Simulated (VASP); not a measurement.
# Zn18O17 (a cell with a defect) (zincite) in VASP: single point with PBE

Aim: the single point of Zn18O17 (a cell with a defect) (zincite) with PBE.

Everything below comes from runs of VASP 6.6.1. Logs are shortened: lines on timing, memory, paths and dates and some standing lists are left out, and cuts for length are marked.

### Step 1. The cell of the first run

The cell holds a defect, 35 atoms: a = 7.764 Å, b = 7.764 Å, c = 7.764 Å, α = 78.63°, β = 78.63°, γ = 78.63°.

### Step 2. Single point, PBE

The input, INCAR:

```
SYSTEM = Zn18O17
PREC     = Accurate       ! precision mode
ENCUT    = 520            ! plane-wave cutoff, eV
EDIFF    = 1E-7           ! SCF threshold, eV
ISMEAR   = 0              ! smearing method
SIGMA    = 0.02           ! smearing width, eV
LREAL    = Auto         
LASPH    = .True.         ! aspherical terms in the spheres
NELM     = 100            ! most SCF steps
ALGO     = Normal         ! electronic algorithm
ISIF     = 2              ! what is computed and relaxed
LWAVE    = .False.        ! write WAVECAR
LCHARG   = .True.         ! write CHGCAR
GGA      = PE             ! functional
LELF     = .True.         ! ELF
LVHAR    = .True.       
NBANDS   = 182            ! bands
```

The input, KPOINTS:

```
Automatic mesh
0
Gamma
  2 2 2
  0.5 0.5 0.5
```

The input, POSCAR:

```
Zn18O17
1.0
    0.0000000000      5.6802364152     -5.2932739790
    4.9192290350     -2.8401182076     -5.2932739790
   -4.9192290350     -2.8401182076     -5.2932739790
Zn O
18 17
Direct
    0.0506232010      0.0784913872      0.3839565301
    0.3869139964      0.7202472763      0.3890354160
    0.0506232010      0.3839565301      0.0784913872
    0.7451580509      0.3839565357      0.3839565357
    0.3875670266      0.0560560010      0.0560560010
    0.0557020780      0.7202473054      0.7202473054
    0.7227227033      0.7209003772      0.0560559521
    0.3869139964      0.3890354160      0.7202472763
    0.7227227033      0.0560559521      0.7209003772
    0.7776732114      0.1110065935      0.1110065935
    0.1103028453      0.7786534134      0.1127578073
    0.7794244337      0.4436361508      0.7786534855
    0.4453201217      0.4436362095      0.1127577348
    0.1103028453      0.1127578073      0.7786534134
    0.7794244337      0.7786534855      0.4436361508
    0.4442612119      0.7775945209      0.7775945209
    0.0982377476      0.4315710565      0.4315710565
    0.4453201217      0.1127577348      0.4436362095
    1.2582157901      0.2647438285      0.5915491040
    0.3142571069      0.9866863718      0.3191982397
    0.9858649767      0.6475903615      0.9866863841
    0.6533530868      0.6475903705      0.3191982610
    0.3142571069      0.3191982397      0.9866863718
    0.9858649767      0.9866863841      0.6475903615
    0.6514076782      0.9847409872      0.9847409872
    0.3182190555      0.6515523645      0.6515523645
    0.6533530868      0.3191982610      0.6475903705
    0.9314299246      0.9343069815      0.2647632427
    0.2582157201      0.5915491370      0.2647438615
    0.9314299246      0.2647632427      0.9343069815
    0.6009735829      0.2647632810      0.2647632810
    0.2619584672      0.9292090397      0.9292090397
    0.9314106131      0.5915490548      0.5915490548
    0.5958756721      0.5952918561      0.9292090184
    0.5958756721      0.9292090184      0.5952918561
```

Potentials or basis: VASP PAW PBE potentials, release 64 (Zn, O).

Started as:

```console
> cat potpaw_PBE.64/Zn/POTCAR potpaw_PBE.64/O/POTCAR > POTCAR
> mpirun -np 1 vasp_std > vasp.out
```

OUTCAR:

```text
SYSTEM = Zn18O17
   PREC = Accurate
   ENCUT = 520
   EDIFF = 1E-7
   ISMEAR = 0
   LREAL = Auto
   LASPH = .True.
   NELM = 100
   ISIF = 2
   GGA = PE

 ion  position               nearest neighbor table
   1  0.051  0.078  0.384-  24 2.03  20 2.03  28 2.03  17 2.94   3 3.01   4 3.01
   2  0.387  0.720  0.389-  26 1.99  29 2.02  22 2.03  20 2.03
   3  0.051  0.384  0.078-  21 2.03  23 2.03  30 2.03  17 2.94   1 3.01   4 3.01
   4  0.745  0.384  0.384-  22 2.03  27 2.03  31 2.03  17 2.94   1 3.01   3 3.01
   5  0.388  0.056  0.056-  20 2.00  23 2.00  32 2.01  25 2.01
   6  0.056  0.720  0.720-  26 1.99  33 2.02  21 2.03  24 2.03
   7  0.723  0.721  0.056-  21 2.00  22 2.00  34 2.01  25 2.01
   8  0.387  0.389  0.720-  26 1.99  19 2.02  27 2.03  23 2.03
   9  0.723  0.056  0.721-  24 2.00  27 2.00  35 2.01  25 2.01
  10  0.778  0.111  0.111-  28 2.00  30 2.00  31 2.00  25 2.01
  11  0.110  0.779  0.113-  32 2.00  29 2.01  28 2.01  21 2.02
  12  0.779  0.444  0.779-  34 2.00  33 2.01  30 2.01  27 2.02
  13  0.445  0.444  0.113-  34 2.00  29 2.01  31 2.01  23 2.02
  14  0.110  0.113  0.779-  32 2.00  19 2.01  30 2.01  24 2.02
  15  0.779  0.779  0.444-  35 2.00  33 2.01  28 2.01  22 2.02
  16  0.444  0.778  0.778-  26 2.00  34 2.00  35 2.00  32 2.00
  17  0.098  0.432  0.432-  33 2.03  29 2.03  19 2.03   3 2.94   1 2.94   4 2.94
  18  0.445  0.113  0.444-  35 2.00  19 2.01  31 2.01  20 2.02
  19  0.258  0.265  0.592-  14 2.01  18 2.01   8 2.02  17 2.03
  20  0.314  0.987  0.319-   5 2.00  18 2.02   2 2.03   1 2.03
  21  0.986  0.648  0.987-   7 2.00  11 2.02   6 2.03   3 2.03
  22  0.653  0.648  0.319-   7 2.00  15 2.02   2 2.03   4 2.03
  23  0.314  0.319  0.987-   5 2.00  13 2.02   8 2.03   3 2.03
[... 10 lines left out ...]
  34  0.596  0.595  0.929-  16 2.00  13 2.00  12 2.00   7 2.01
  35  0.596  0.929  0.595-  16 2.00  18 2.00  15 2.00   9 2.01

  LATTYP: Found a trigonal (rhomboedric) cell.
 ALAT       =     7.7642665558
 COS(alpha) =     0.1971707095

  Lattice vectors:

 A1 = (   0.0000000000,   5.6802364152,  -5.2932739790)
 A2 = (   4.9192290350,  -2.8401182076,  -5.2932739790)
 A3 = (  -4.9192290350,  -2.8401182076,  -5.2932739790)

Analysis of symmetry for initial positions (statically):
=====================================================================
 Subroutine PRICEL returns:
 Original cell was already a primitive cell.

 Routine SETGRP: Setting up the symmetry group for a
 trigonal (rhombohedral) supercell.

 Subroutine GETGRP returns: Found  6 space group operations
 (whereof  2 operations were pure point group operations)
 out of a pool of 12 trial point group operations.

The static configuration has the point symmetry C_1h.
 The point group associated with its full space group is C_3v.

Analysis of symmetry for dynamics (positions and initial velocities):
=====================================================================
 Subroutine PRICEL returns:
 Original cell was already a primitive cell.

 Routine SETGRP: Setting up the symmetry group for a
 trigonal (rhombohedral) supercell.

 Subroutine GETGRP returns: Found  6 space group operations
 (whereof  2 operations were pure point group operations)
 out of a pool of 12 trial point group operations.

The dynamic configuration has the point symmetry C_1h.
 The point group associated with its full space group is C_3v.

 Subroutine INISYM returns: Found  6 space group operations
 (whereof  2 operations are pure point group operations),
 and found     1 'primitive' translations

----------------------------------------------------------------------------------------

                                     Primitive cell

  volume of cell :     443.7201

  direct lattice vectors                    reciprocal lattice vectors
     0.000000000  5.680236415 -5.293273979     0.000000000  0.117366007 -0.062972998
     4.919229035 -2.840118208 -5.293273979     0.101641944 -0.058683003 -0.062972998
    -4.919229035 -2.840118208 -5.293273979    -0.101641944 -0.058683003 -0.062972998

  length of vectors
     7.764266556  7.764266556  7.764266556     0.133193011  0.133193011  0.133193011

  position of ions in fractional coordinates (direct lattice)
     0.050623201  0.078491387  0.383956530
     0.386913996  0.720247276  0.389035416
     0.050623201  0.383956530  0.078491387
     0.745158051  0.383956536  0.383956536
     0.387567027  0.056056001  0.056056001
     0.055702078  0.720247305  0.720247305
[... 27 lines left out ...]
     0.595875672  0.595291856  0.929209018
     0.595875672  0.929209018  0.595291856

  ion indices of the primitive-cell ions
   primitive index   ion index
                 1           1
                 2           2
                 3           3
                 4           4
                 5           5
                 6           6
[... 27 lines left out ...]
                34          34
                35          35

----------------------------------------------------------------------------------------

 KPOINTS: Automatic mesh

Automatic generation of k-mesh.
 Grid dimensions read from file:
 generate k-points for:    2    2    2

 Generating k-lattice:

  Cartesian coordinates                     Fractional coordinates (reciprocal lattice)
     0.000000000  0.058683003 -0.031486499     0.500000000  0.000000000  0.000000000
     0.050820972 -0.029341502 -0.031486499     0.000000000  0.500000000 -0.000000000
    -0.050820972 -0.029341502 -0.031486499     0.000000000 -0.000000000  0.500000000

  Length of vectors
     0.066596505  0.066596505  0.066596505

  Shift w.r.t. Gamma in fractional coordinates (k-lattice)
     0.500000000  0.500000000  0.500000000

 Subroutine IBZKPT returns following result:
 ===========================================

 Found      2 irreducible k-points:

 Following reciprocal coordinates:
            Coordinates               Weight
  0.250000  0.250000  0.250000      2.000000
 -0.250000  0.250000  0.250000      6.000000
   k-points           NKPTS =      2   k-points in BZ     NKDIM =      2   number of bands    NBANDS=    182
   number of dos      NEDOS =    301   number of ions     NIONS =     35
   total plane-waves  NPLWV = 216000
   dimension x,y,z NGX =    60 NGY =   60 NGZ =   60
   dimension x,y,z NGXF=   120 NGYF=  120 NGZF=  120
   ions per type =              18  17
   NGX,Y,Z   is equivalent  to a cutoff of  12.85, 12.85, 12.85 a.u.
   NGXF,Y,Z  is equivalent  to a cutoff of  25.69, 25.69, 25.69 a.u.
 SYSTEM =  Zn18O17
   PREC   = accura    normal or accurate (medium, high low for compatibility)
   ISTART =      0    job   : 0-new  1-cont  2-samecut
   ICHARG =      2    charge: 1-file 2-atom 10-const
   ISPIN  =      1    spin polarized calculation?
   LNONCOLLINEAR =      F non collinear calculations
   LSORBIT =      F    spin-orbit coupling
   LASPH  =      T    aspherical Exc in radial PAW
   ENCUT  =  520.0 eV  38.22 Ry    6.18 a.u.  14.44 14.44 14.44*2*pi/ulx,y,z
   NELM   =    100;   NELMIN=  2; NELMDL= -5     # of ELM steps
   EDIFF  = 0.1E-06   stopping-criterion for ELM
   LREAL  =      T    real-space projection
   EDIFFG = 0.1E-05   stopping-criterion for IOM
   NSW    =      0    number of steps for IOM
   IBRION =     -1    ionic relax: 0-MD 1-quasi-New 2-CG
   NFREE  =      0    steps in history (QN), initial steepest desc. (CG)
   ISIF   =      2    stress and relaxation
   ISYM   =      2    0-nonsym 1-usesym 2-fastsym
   POTIM  = 0.5000    time-step for ionic-motion
   TEBEG  =    0.0;   TEEND  =   0.0 temperature during run
   PSTRESS=    0.0 pullay stress
   NELECT =     318.0000    total number of electrons
   NUPDOWN=      -1.0000    fix difference up-down
   EMIN   =  10.00;   EMAX   =-10.00  energy-range for DOS
   EFERMI =   0.00;   METHOD = LEGACY
   ISMEAR =     0;   SIGMA  =   0.02  broadening in eV -4-tet -1-fermi 0-gaus
   EFERMI_NEDOS =   21; number of points for ismear=-14 and -15
   IALGO  =     38    algorithm
   IMIX   =      4    mixing-type and parameters
     AMIX     =   0.40;   BMIX     =  1.00
     AMIX_MAG =   1.60;   BMIX_MAG =  1.00
  volume/ion in A,a.u.               =      12.68        85.55
  Fermi-wavevector in a.u.,A,eV,Ry     =   1.465033  2.768512 29.202493  2.146323
  Thomas-Fermi vector in A             =   2.580938
   LORBIT       =      0    0 simple, 1 ext, 2 COOP (PROOUT), +10 PAW based schemes
   GGA     = PE    functional components
   LHFCALC =     F    Hartree Fock is set to
   AEXX    =    0.0000 exact exchange contribution
   IVDW    =     0    specifies the selected vdW correction
   LEPSILON=     F    determine dielectric tensor
   LRPA    =     F    only Hartree local field effects (RPA)
 non-spin polarized calculation
 Gauss-broadening in eV      SIGMA  =   0.02
  energy-cutoff  :      520.00
  volume of cell :      443.72
 maximum number of plane-waves:     11981
 NGX is ok and might be reduce to    60
   NGX = 29   NGY = 29   NGZ = 29

 number of electron     317.9999864 magnetization

 Free energy of the ion-electron system (eV)
  ---------------------------------------------------
  ext. energy  EPLUGINS =         0.00000000
  ---------------------------------------------------
  free energy    TOTEN  =      -152.11893470 eV

  energy without entropy =     -152.11893470  energy(sigma->0) =     -152.11893470

 E-fermi :   1.1114     XC(G=0): -10.6584

 val. band max:        1.0017240359   @ k =  -0.2500   0.2500   0.2500
 cond. band min:       2.9282563829   @ k =   0.2500   0.2500   0.2500
 fundamental gap:      1.9265323470
 Fermi energy:         1.1113516644

 k-point     1 :       0.2500    0.2500    0.2500
  band No.  band energies     occupation
      1     -16.8328      2.00000
      2     -16.4954      2.00000
      3     -16.4954      2.00000
      4     -16.4934      2.00000
      5     -16.3942      2.00000
      6     -16.3608      2.00000
[... 163 lines left out ...]
    170       6.7898      0.00000
    171       6.7898      0.00000

 k-point     2 :      -0.2500    0.2500    0.2500
  band No.  band energies     occupation
      1     -16.7834      2.00000
      2     -16.5917      2.00000
      3     -16.5193      2.00000
      4     -16.5128      2.00000
      5     -16.4272      2.00000
      6     -16.3180      2.00000
[... 163 lines left out ...]
    170       6.7394      0.00000
    171       6.8311      0.00000
 [bands above 171 left out]

------------------------ aborting loop because EDIFF is reached ----------------------------------------

  FORCE on cell =-STRESS in cart. coord.  units (eV):
  Direction    XX          YY          ZZ          XY          YZ          ZX
  --------------------------------------------------------------------------------------
  -------------------------------------------------------------------------------------
  Total       -4.1936803     -4.1936803     -4.2391878      0.0000000     -0.0000000      0.0000000
  in kB      -15.1424734    -15.1424734    -15.3067911      0.0000000     -0.0000000      0.0000000
  external PRESSURE =     -15.1972460 kB  Pullay stress =       0.0000000 kB

 VOLUME and BASIS-vectors are now :
 -----------------------------------------------------------------------------
  energy-cutoff  :      520.00
  volume of cell :      443.72
      direct lattice vectors                 reciprocal lattice vectors
     0.000000000  5.680236415 -5.293273979     0.000000000  0.117366007 -0.062972998
     4.919229035 -2.840118208 -5.293273979     0.101641944 -0.058683003 -0.062972998
    -4.919229035 -2.840118208 -5.293273979    -0.101641944 -0.058683003 -0.062972998

 POSITION                                       TOTAL-FORCE (eV/Angst)
 -----------------------------------------------------------------------------------
     -1.50265     -1.02586     -2.71583         0.041541     -0.023984     -0.019441
      1.62931     -0.95273     -7.91978         0.005097      0.002943      0.004205
      1.50265     -1.02586     -2.71583        -0.041541     -0.023984     -0.019441
      0.00000      2.05171     -8.00910         0.000000      0.047968     -0.019441
      0.00000      1.88306     -2.64494         0.000000      0.002165     -0.001081
      0.00000     -3.77477     -7.91978         0.000000     -0.005885      0.004205
[... 27 lines left out ...]
     -1.64262     -0.94505    -11.22373        -0.002591      0.001496      0.001436
      1.64262     -0.94505    -11.22373         0.002591      0.001496      0.001436
 -----------------------------------------------------------------------------------
    total drift:                               -0.000236     -0.007499      0.016971

  FREE ENERGIE OF THE ION-ELECTRON SYSTEM (eV)
  ---------------------------------------------------
  free  energy   TOTEN  =      -152.1189346958 eV

  energy  without entropy=     -152.1189346958  energy(sigma->0) =     -152.11893470
```

Wall time 4.7 min (1 thread of Intel Xeon Platinum 8488C (Sapphire Rapids), shared host); peak memory 0.52 GiB.

What came out:

```
Free energy            : -152.1189 eV
Pressure               : -1.5 GPa
Largest force          : 0.061 eV/Å
Band gap on the k mesh : 1.93 eV
```

Forces on the atoms (eV/Å):
```
Zn   0.042 -0.024 -0.019
Zn   0.005  0.003  0.004
Zn  -0.042 -0.024 -0.019
Zn   0.000  0.048 -0.019
Zn   0.000  0.002 -0.001
Zn   0.000 -0.006  0.004
Zn   0.002 -0.001 -0.001
Zn  -0.005  0.003  0.004
Zn  -0.002 -0.001 -0.001
Zn   0.000  0.000  0.011
Zn   0.000 -0.001  0.001
Zn  -0.001  0.001  0.001
Zn  -0.001  0.001  0.001
Zn   0.000 -0.001  0.001
Zn   0.001  0.001  0.001
Zn   0.000  0.000  0.002
Zn   0.000  0.000  0.061
Zn   0.001  0.001  0.001
O    0.000  0.000 -0.005
O   -0.005  0.002  0.003
O    0.004  0.003  0.003
O   -0.001 -0.005  0.003
O    0.005  0.002  0.003
O   -0.004  0.003  0.003
O    0.000  0.000  0.004
O    0.000  0.000 -0.002
O    0.001 -0.005  0.003
O   -0.002  0.001 -0.014
O    0.000  0.000 -0.005
O    0.002  0.001 -0.014
O    0.000 -0.003 -0.014
O    0.000 -0.003  0.001
O    0.000 -0.001 -0.005
O   -0.003  0.001  0.001
O    0.003  0.001  0.001
```
